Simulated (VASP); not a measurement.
Crystal: GeBiO4.

```
Ge Bi O
1.0
     0.00000    3.48104    3.48104
     3.48104    0.00000    3.48104
     3.48104    3.48104    0.00000
Ge Bi O
1 1 4
Cartesian
  3.4810 3.4810 3.4810
  1.7405 1.7405 1.7405
  4.3499 4.3499 6.0932
  6.0932 4.3499 4.3499
  4.3499 6.0932 4.3499
  6.0932 6.0932 6.0932
```

The cell was generated, and may not be a known phase.

```yaml
Program: VASP 6.6.1
Task: relaxation of cell and atoms
Functional: PBE
Potentials_or_basis: VASP PAW PBE potentials, release 64 (Ge_d, Bi_d, O)
Cutoff: 600 eV
k_mesh: 4 × 4 × 4
Occupations: gaussian, width 0.1 eV
Spin: no spin polarisation
```

At the start: pressure -11.2 GPa; volume 14.06 Å³/atom.

Where does the relaxation end?

Over 6 steps the energy falls by 71.8 meV/atom and the volume is 12.29 Å³/atom (-12.6 %); space group F-43m (No. 216, to 0.1 Å) before and after.

The path:
```csv
step,energy change (eV),largest force (eV/Å),pressure (GPa),volume (Å³)
1,0.0000,0.0302,-11.17,84.36
2,-0.4272,0.0642,0.99,72.95
3,-0.4291,0.0622,0.03,73.56
4,-0.4290,0.0617,-0.27,73.77
5,-0.4296,0.0486,-0.26,73.76
6,-0.4307,0.0064,-0.22,73.73
```

Final structure:
```yaml
crystal:
  lattice:
    - [0.00000, 3.32815, 3.32815]
    - [3.32815, 0.00000, 3.32815]
    - [3.32815, 3.32815, 0.00000]
  atoms:
    - { symbol: Ge, position: [0.50000, 0.50000, 0.50000] }
    - { symbol: Bi, position: [0.25000, 0.25000, 0.25000] }
    - { symbol: O, position: [0.87408, 0.87408, 0.37777] }
    - { symbol: O, position: [0.37777, 0.87408, 0.87408] }
    - { symbol: O, position: [0.87408, 0.37777, 0.87408] }
    - { symbol: O, position: [0.87408, 0.87408, 0.87408] }
```

Caveat: the k points lie up to 0.41 Å⁻¹ apart in the final cell, too coarse for converged energies and pressures of a metal; an odd number of electrons without spin polarisation forces a metal; a magnetic or distorted state may lie lower.
